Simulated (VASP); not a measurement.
Write the native input for VASP 6.6.1 that does the following.

```
Task                   : relaxation of shape and atoms at fixed volume
Functional             : PBE
Potentials or basis    : VASP PAW PBE potentials, release 64 (Se)
Cutoff                 : 600 eV
k mesh                 : 16 × 16 × 16
Occupations            : gaussian, width 0.05 eV
Spin                   : no spin polarisation
Dipole correction      : no
Further INCAR settings : ALGO = Normal; EDIFF = 1e-06; IBRION = 2; EDIFFG = -0.01; NSW = 60; ISIF = 4
```

The structure of Se lies in POSCAR:

```
Se
1.0
    1.8885921184      1.0903791680      1.5419044348
   -1.8885921184      1.0903791680      1.5419044348
    0.0000000000     -2.1807583359      1.5419044349
Se
1
Direct
    0.0000000000      0.0000000000      0.0000000000
```

This isn't the form of Se at room conditions, which is trigonal, of chains.

The input as run:

INCAR

```
PREC = Accurate ; ENCUT = 600
EDIFF = 1E-6 ; ISMEAR = 0
SIGMA = 0.05 ; LREAL = False
LASPH = True ; NELM = 80
ALGO = Normal ; ISIF = 4
LWAVE = False ; LCHARG = False
GGA = PE ; IBRION = 2
NSW = 60 ; EDIFFG = -0.01
```

KPOINTS

```
regular mesh
0
Gamma
  16 16 16
```

Potentials or basis: VASP PAW PBE potentials, release 64 (Se).

Command:

```console
$ cat potpaw_PBE.64/Se/POTCAR > POTCAR
$ mpirun -np 1 vasp_std > vasp.out
```

It gave:

The pressure after relaxing is 18.1 GPa and the band gap on the k mesh is zero (bands 3 and 4 overlap by 7.61 eV).

Run time: 20 s on 1 thread of Intel(R) Xeon(R) Platinum 8488C (Sapphire Rapids) (shared host), peak memory 0.19 GiB.
